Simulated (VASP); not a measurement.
Here is a VASP 6.6.1 calculation.

The input INCAR:

```
SYSTEM = MoS2
ALGO = Normal
EDIFF = 1E-6
ENCUT = 500
GGA = CA
GGA_COMPAT = .FALSE.
ISIF = 2
ISMEAR = 0
LASPH = .TRUE.
LCHARG = .TRUE.
LDAU = .TRUE.
LDAUJ = 0 0
LDAUL = 2 -1
LDAUPRINT = 1
LDAUTYPE = 2
LDAUU = 4 0
LELF = .TRUE.
LMAXMIX = 4
LREAL = .FALSE.
LVHAR = .TRUE.
LWAVE = .FALSE.
NBANDS = 35
NELM = 200
PREC = Accurate
SIGMA = 0.05
```

KPOINTS

```
k-points
0
G
  7 7 2
  0 0 0
```

The input POSCAR:

```
MoS2
1.0
    3.1610015200      0.0000000000      0.0000000000
   -1.5805007600      2.7375076200      0.0000000000
    0.0000000000      0.0000000000     12.2949997000
Mo S
2 4
Direct
    0.3333333333      0.6666666667      0.2500000000
    0.6666666667      0.3333333333      0.7500000000
    0.3333333333      0.6666666667      0.6275000000
    0.6666666667      0.3333333333      0.1275000000
    0.3333333333      0.6666666667      0.8725000000
    0.6666666667      0.3333333333      0.3725000000
```

Potentials or basis: VASP PAW LDA potentials, release 64 (Mo_sv, S).

Run with:

```sh
$ cat potpaw_LDA.64/Mo_sv/POTCAR potpaw_LDA.64/S/POTCAR > POTCAR
$ mpirun -np 1 vasp_std > vasp.out
```

Q: What does it give for the pressure?

A: 3.6 GPa.

Q: Predict the largest force.

A: 1.037 eV/Å.

Eigenvalues of the final occupation matrices:
```
    site  spin  trace               eigenvalues
site 1 d     1   2.01  0.39 0.39 0.40 0.40 0.43
site 1 d     2   2.01  0.39 0.39 0.40 0.40 0.43
site 2 d     1   2.01  0.39 0.39 0.40 0.40 0.43
site 2 d     2   2.01  0.39 0.39 0.40 0.40 0.43
```

Caveat: the cell stands under pressure; an odd mesh through Γ misses points on the zone boundary, where band edges can lie; forces of over 1 eV/Å act on the atoms, so gaps and moduli don't describe the material at rest.
